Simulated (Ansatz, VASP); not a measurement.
**Two plane-wave programs on TiB2**

```
Ti B
1.0
     3.06575    0.00000    0.00000
    -1.53287    2.65501    0.00000
     0.00000    0.00000    3.27126
Ti B
1 2
Cartesian
  0.0000 0.0000 0.0000
  0.0000 1.7700 1.6356
  1.5329 0.8850 1.6356
```

Alike in both runs: task relaxation of cell and atoms; functional LDA; k mesh 12 × 12 × 10; occupations tetrahedron; no spin polarisation.

|  | VASP | Ansatz |
| --- | --- | --- |
| version | VASP 6.6.1 | Ansatz 0.2.0 |
| potentials or method | VASP PAW LDA potentials, release 64 (Ti_sv, B) | PAW with Ansatz's default frozen-core files, scalar-relativistic |
| plane-wave cutoff (eV) | 600 | 420 |
| valence electrons in the cell | 18 | 18 |

|  | VASP | Ansatz | Ansatz less VASP |
| --- | --- | --- | --- |
| gap on the k mesh at the Fermi level, each at its own relaxed structure (eV) | none | none | - |
| relaxed volume (Å³/atom) | 8.19 | 8.17 | -0.016 |
| relaxed length of the cell vector where the two differ most in proportion (Å) | 3.158 | 3.155 | -0.0025 |

LDA's correlation is that of Perdew and Zunger in VASP and of Perdew and Wang (1992) in Ansatz. A gap of «none» marks a metal or a gap that the smearing closes. Ansatz's warnings: band table not solved further, forces under tetrahedra, tetrahedron derivatives may miss energy slope.
